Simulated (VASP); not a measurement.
Input of a VASP 6.6.1 run:

INCAR

```
ALGO = Normal ; DIPOL = 0.5 0.5 0.336
EDIFF = 1E-7 ; ENCUT = 520
IDIPOL = 3 ; ISIF = 2
ISMEAR = 0 ; LASPH = True
LCHARG = False ; LDIPOL = True
LREAL = False ; LWAVE = False
NBANDS = 38 ; NELM = 80
PREC = Accurate ; SIGMA = 0.1
```

Contents of KPOINTS:

```
k-points
0
Gamma
  9 9 1
```

The input POSCAR:

```
Mo4C
1.0
    3.1111816891      0.0000000000      0.0000000000
    0.0000000000      3.1111816891      0.0000000000
    0.0000000000      0.0000000000     21.5098172784
Mo C
4 1
Direct
    0.5000000000      0.5000000000      0.1859615983
    0.0000000000      0.0000000000      0.2582816382
    0.5000000000      0.5000000000      0.3325055024
    0.0000000000      0.0000000000      0.3956248056
    0.1250000000      0.1250000000      0.5095262845
```

Potentials or basis: VASP PAW LDA potentials, release 64 (Mo_sv, C).

Command:

```console
$ cat potpaw_LDA.64/Mo_sv/POTCAR potpaw_LDA.64/C/POTCAR > POTCAR
$ mpirun -np 1 vasp_std > vasp.out
```

(1) Predict the largest force.

(2) Estimate the band gap on the k mesh.

## Answers

(1) 3.988 eV/Å.

(2) zero (bands 30 and 31 overlap by 0.61 eV).
